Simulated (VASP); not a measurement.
A run of VASP 6.6.1:

File INCAR:

```
PREC = Accurate ; ENCUT = 500
EDIFF = 1E-6 ; ISMEAR = 0
SIGMA = 0.1 ; LREAL = F
LASPH = T ; NELM = 120
ALGO = Normal ; ISIF = 2
LWAVE = F ; LCHARG = F
GGA = PE ; NBANDS = 13
GGA_COMPAT = F
```

KPOINTS

```
Automatic mesh
0
Gamma
  18 18 18
```

POSCAR

```
W
1.0
   -1.5918472237      1.5918472237      1.5918472237
    1.5918472237     -1.5918472237      1.5918472237
    1.5918472237      1.5918472237     -1.5918472237
W
1
Direct
    0.0000000000      0.0000000000      0.0000000000
```

Potentials or basis: VASP PAW PBE potentials, release 64 (W_sv).

Command:

```console
$ cat potpaw_PBE.64/W_sv/POTCAR > POTCAR
$ mpirun -np 1 vasp_std > vasp.out
```

Hardware: 1 thread of Intel(R) Xeon(R) 6975P-C (Granite Rapids), with other jobs on the host.

How long does it take, and how much memory?

Wall time 10 s on 1 thread of Intel(R) Xeon(R) 6975P-C (Granite Rapids) (shared host), peak memory 0.15 GiB. Counts: scf iterations 11, k points 195.
